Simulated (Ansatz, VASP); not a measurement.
## ScSi2: VASP beside Ansatz

```
Sc Si
1.0
     4.03346    0.00000    0.00000
    -2.01673    3.49308    0.00000
     0.00000    0.00000    3.63092
Sc Si
1 2
Direct
  0.00000 0.00000 0.00000
  0.33333 0.66667 0.50000
  0.66667 0.33333 0.50000
```

Alike in both runs: task single point; functional RPBE; k mesh 10 × 10 × 10; occupations gaussian, width 0.05 eV; no spin polarisation.

|  | VASP | Ansatz |
| --- | --- | --- |
| version | VASP 6.6.1 | Ansatz 0.2.0 |
| potentials or method | VASP PAW PBE potentials, release 64 (Sc_sv, Si), cutoff 520 eV | scalar-relativistic, plane waves, PAW |
| valence electrons in the cell | 19 | 19 |

|  | VASP | Ansatz | Ansatz less VASP |
| --- | --- | --- | --- |
| pressure (GPa) | 2.1 | 2.2 | +0.14 |
| traceless stress, the component that is largest in VASP (GPa) | 0.07 | -0.12 | -0.193 |

VASP's potentials were made for PBE, not for RPBE.
